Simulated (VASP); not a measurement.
Crystal: TePb.

```xyz
2
Lattice="0.0000 3.2678 3.2678 3.2678 0.0000 3.2678 3.2678 3.2678 0.0000" Properties=species:S:1:pos:R:3 pbc="T T T"
Pb    0.0000    0.0000    0.0000
Te    3.2678    3.2678    3.2678
```

Program: VASP 6.6.1. Alike in all runs: task single point; potentials or basis VASP PAW PBE potentials, release 64 (Pb_d, Te); no spin polarisation; cell as given; cutoff (eV) 520.

Question: Order these runs on this cell by their band gap on the k mesh, lowest first.
A. level PBE; k mesh 6 × 6 × 6; smearing gaussian 0.001 eV
B. level PBE; k mesh 6 × 6 × 6, shifted; smearing gaussian 0.01 eV
C. level PBE-based global hybrid with 35 % exact exchange; k mesh 4 × 4 × 4; smearing gaussian 0.01 eV; grid for exact exchange (PRECFOCK) Normal; share of exact exchange 0.35
D. level PBE-based global hybrid with 15 % exact exchange; k mesh 4 × 4 × 4; smearing gaussian 0.01 eV; grid for exact exchange (PRECFOCK) Normal; share of exact exchange 0.15
E. level HF; k mesh 4 × 4 × 4; smearing gaussian 0.01 eV; grid for exact exchange (PRECFOCK) Normal; share of exact exchange 1

Answer: A (0.80 eV), B (1.14 eV), D (1.40 eV), C (2.24 eV), E (5.33 eV).

Caveats: spin-orbit coupling is left out, which moves the levels of the heavy elements; a shifted mesh leaves out Γ, where band edges can lie (at least some runs).

A k mesh can miss the band edges.
